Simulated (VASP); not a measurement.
# Ge in VASP: further runs, part 2 of 2

VASP 6.6.1.

### Step 3. Single point, LDA

Contents of INCAR:

```
SYSTEM = Ge
PREC     = Accurate       ! precision mode
ENCUT    = 520            ! plane-wave cutoff, eV
EDIFF    = 1E-6           ! SCF threshold, eV
ISMEAR   = 0              ! smearing method
SIGMA    = 0.1            ! smearing width, eV
LREAL    = .FALSE.        ! projectors in reciprocal space
LASPH    = .TRUE.         ! aspherical terms in the spheres
NELM     = 60             ! most SCF steps
ALGO     = Normal         ! electronic algorithm
ISIF     = 2              ! what is computed and relaxed
LWAVE    = .FALSE.        ! write WAVECAR
LCHARG   = .FALSE.        ! write CHGCAR
LDIPOL   = .TRUE.       
IDIPOL   = 3            
DIPOL    = 0.5 0.5 0.500
NBANDS   = 21             ! bands
```

Contents of KPOINTS:

```
regular mesh
0
G
  12 12 1
  0 0 0
```

Contents of POSCAR:

```
Ge
1.0
    3.8950000000      0.0000000000      0.0000000000
   -1.9475000000      3.3731689477      0.0000000000
    0.0000000000      0.0000000000     28.0000000000
Ge
2
Direct
    0.3333333333      0.6666666667      0.5025535714
    0.6666666667      0.3333333333      0.4974464286
```

Potentials or basis: VASP PAW LDA potentials, release 64 (Ge_d).

Started as:

```sh
> cat potpaw_LDA.64/Ge_d/POTCAR > POTCAR
> mpirun -np 1 vasp_std > vasp.out
```

It took 3.8 min on 1 thread of Intel Xeon 6975P-C, shared host; peak memory 0.39 GiB.

Results (log left out):

```
Free energy            : -8.9065 eV
Largest force          : 0.344 eV/Å
Band gap on the k mesh : zero (band 14 reaches -3.42 eV, above the bottom of band 15 at -3.52 eV)
```

Forces on the atoms (eV/Å):
```
Ge   0.000  0.000  0.344
Ge   0.000  0.000 -0.344
```

Levels at points of the mesh, in eV from the Fermi level:
```
           k point  band 12  band 13  band 14  band 15  band 16  band 17
(0.00, 0.00, 0.00)    -3.39    -1.48    -1.48    -0.06     3.02     3.49
(0.50, 0.00, 0.00)    -8.57    -3.25    -1.08     0.67     0.86     6.07
```

### Step 4. Single point, LDA

Contents of INCAR:

```
SYSTEM = Ge
ALGO = Normal ; DIPOL = 0.5 0.5 0.500
EDIFF = 1E-7 ; ENCUT = 520
IDIPOL = 3 ; ISIF = 2
ISMEAR = 0 ; LASPH = .TRUE.
LCHARG = .FALSE. ; LDIPOL = .TRUE.
LREAL = .FALSE. ; LWAVE = .FALSE.
NBANDS = 21 ; NELM = 100
PREC = Accurate ; SIGMA = 0.1
```

Contents of KPOINTS:

```
k-points
0
G
  12 12 1
  0 0 0
```

Contents of POSCAR:

```
Ge
1.0
    3.8950000000      0.0000000000      0.0000000000
   -1.9475000000      3.3731689477      0.0000000000
    0.0000000000      0.0000000000     28.0000000000
Ge
2
Direct
    0.3333333333      0.6666666667      0.5076607143
    0.6666666667      0.3333333333      0.4923392857
```

Started as:

```sh
> cat potpaw_LDA.64/Ge_d/POTCAR > POTCAR
> mpirun -np 1 vasp_std > vasp.out
```

Run time: 4.2 min. Hardware: 1 thread of Intel Xeon 6975P-C, shared host; peak memory 0.38 GiB.

The run converged. Its results:

* Free energy: -9.0596 eV
* Largest force: 0.579 eV/Å
* Band gap on the k mesh: zero (filled and empty bands touch)

Forces in eV/Å, atoms in the order of the input:
```
Ge   0.000  0.000  0.579
Ge   0.000  0.000 -0.579
```

Levels at points of the mesh, in eV from the Fermi level:
| k point | band 11 | band 12 | band 13 | band 14 | band 15 | band 16 | band 17 | band 18 |
| --- | --- | --- | --- | --- | --- | --- | --- | --- |
| (0.00, 0.00, 0.00) | -12.39 | -3.49 | -1.03 | -1.03 | 0.39 | 2.68 | 3.75 | 3.75 |
| (0.50, 0.00, 0.00) | -10.11 | -8.20 | -2.78 | -1.17 | 0.76 | 1.12 | 5.84 | 6.47 |

### Step 5. Single point, LDA

Contents of INCAR:

```
PREC = Accurate
ENCUT = 520
EDIFF = 1E-6
ISMEAR = 0
SIGMA = 0.1
LREAL = False
LASPH = True
NELM = 60
ALGO = Normal
ISIF = 2
LWAVE = False
LCHARG = True
LDIPOL = True
IDIPOL = 3
DIPOL = 0.5 0.5 0.500
GGA = CA
LELF = True
LVHAR = True
LVACPOTAV = True
NBANDS = 21
```

Contents of KPOINTS:

```
Automatic mesh
0
Gamma
  12 12 1
```

Contents of POSCAR:

```
Ge
1.0
    3.8950000000      0.0000000000      0.0000000000
   -1.9475000000      3.3731689477      0.0000000000
    0.0000000000      0.0000000000     28.0000000000
Ge
2
Direct
    0.3333333333      0.6666666667      0.5127500000
    0.6666666667      0.3333333333      0.4872500000
```

Potentials or basis: VASP PAW LDA potentials, release 64 (Ge_d).

Started as:

```sh
> cat potpaw_LDA.64/Ge_d/POTCAR > POTCAR
> mpirun -np 1 vasp_std > vasp.out
```

OUTCAR:

```text
PREC = Accurate
   ENCUT = 520
   EDIFF = 1E-6
   ISMEAR = 0
   LREAL = False
   LASPH = True
   NELM = 60
   ISIF = 2
   GGA = CA

 ion  position               nearest neighbor table
   1  0.333  0.667  0.513-   2 2.36   2 2.36   2 2.36
   2  0.667  0.333  0.487-   1 2.36   1 2.36   1 2.36

  LATTYP: Found a hexagonal cell.
 ALAT       =     3.8950000000
 C/A-ratio  =     7.1887034660

  Lattice vectors:

 A1 = (   3.8950000000,   0.0000000000,   0.0000000000)
 A2 = (  -1.9475000000,   3.3731689477,   0.0000000000)
 A3 = (   0.0000000000,   0.0000000000,  28.0000000000)

Analysis of symmetry for initial positions (statically):
=====================================================================
 Subroutine PRICEL returns:
 Original cell was already a primitive cell.

 Routine SETGRP: Setting up the symmetry group for a
 hexagonal supercell.

 Subroutine GETGRP returns: Found 12 space group operations
 (whereof 12 operations were pure point group operations)
 out of a pool of 24 trial point group operations.

The static configuration has the point symmetry D_3d.

Analysis of symmetry for dynamics (positions and initial velocities):
=====================================================================
 Subroutine PRICEL returns:
[... 160 lines left out ...]
 fundamental gap:      0.5235411871
 Fermi energy:        -3.5940153468

 k-point     1 :       0.0000    0.0000    0.0000
  band No.  band energies     occupation
      1     -28.1514      2.00000
      2     -28.1514      2.00000
      3     -28.0784      2.00000
      4     -28.0784      2.00000
      5     -28.0531      2.00000
      6     -27.9929      2.00000
[... 445 lines left out ...]
     20       3.6903      0.00000
     21       3.7612      0.00000

------------------------ aborting loop because EDIFF is reached ----------------------------------------

 vacuum level on the upper side and lower side of the slab       (xc-potential included)        -0.132        -0.132

  FORCE on cell =-STRESS in cart. coord.  units (eV):
  Direction    XX          YY          ZZ          XY          YZ          ZX
  --------------------------------------------------------------------------------------
  -------------------------------------------------------------------------------------
  Total        0.7916570      0.7916570     -0.1589507     -0.0000000      0.0000000      0.0000000
  in kB        3.4478157      3.4478157     -0.6922603     -0.0000000      0.0000000      0.0000000
  external PRESSURE =       2.0677904 kB  Pullay stress =       0.0000000 kB

 VOLUME and BASIS-vectors are now :
 -----------------------------------------------------------------------------
  energy-cutoff  :      520.00
  volume of cell :      367.88
      direct lattice vectors                 reciprocal lattice vectors
     3.895000000  0.000000000  0.000000000     0.256739409  0.148228567  0.000000000
    -1.947500000  3.373168948  0.000000000     0.000000000  0.296457134  0.000000000
     0.000000000  0.000000000 28.000000000     0.000000000  0.000000000  0.035714286

 POSITION                                       TOTAL-FORCE (eV/Angst)
 -----------------------------------------------------------------------------------
     -0.00000      2.24878     14.35700         0.000000      0.000000     -0.201031
      1.94750      1.12439     13.64300        -0.000000     -0.000000      0.201031
 -----------------------------------------------------------------------------------
    total drift:                                0.000000     -0.000000     -0.000000

  FREE ENERGIE OF THE ION-ELECTRON SYSTEM (eV)
  ---------------------------------------------------
  free  energy   TOTEN  =        -9.1366933382 eV

  energy  without entropy=       -9.1350856647  energy(sigma->0) =       -9.13588950

 vacuum level on the upper side and lower side of the slab         1.108         1.108
```

OSZICAR:

```text
N       E                     dE             d eps       ncg     rms          rms(c)
DAV:   1     0.157039779671E+03    0.15704E+03   -0.14003E+04   950   0.131E+03
DAV:   2     0.756114549747E+01   -0.14948E+03   -0.14548E+03  1097   0.263E+02
DAV:   3    -0.871897075600E+01   -0.16280E+02   -0.16231E+02  1071   0.108E+02
DAV:   4    -0.938953535286E+01   -0.67056E+00   -0.67016E+00  1041   0.259E+01
[... 12 lines left out ...]
DAV:  17    -0.913667093662E+01   -0.29461E-04   -0.10705E-06   850   0.697E-03    0.657E-04
DAV:  18    -0.913668509431E+01   -0.14158E-04   -0.59797E-07   736   0.332E-03    0.470E-04
DAV:  19    -0.913669161989E+01   -0.65256E-05   -0.19181E-07   800   0.488E-03    0.428E-04
DAV:  20    -0.913669271566E+01   -0.10958E-05   -0.20053E-08   747   0.192E-03    0.288E-04
DAV:  21    -0.913669333820E+01   -0.62254E-06   -0.16175E-08   648   0.196E-03
   1 F= -.91366933E+01 E0= -.91358895E+01  d E =-.160767E-02
```

Wall time 4 min (1 thread of Intel Xeon 6975P-C, shared host); peak memory 0.39 GiB.

Results:

```
Free energy                     : -9.1367 eV
Largest force                   : 0.201 eV/Å
Band gap on the k mesh          : zero (filled and empty bands touch)
Work function of the upper face : 4.70 eV
Work function of the lower face : 4.70 eV
```

Forces in eV/Å, atoms in the order of the input:
```
Ge   0.000  0.000 -0.201
Ge   0.000  0.000  0.201
```
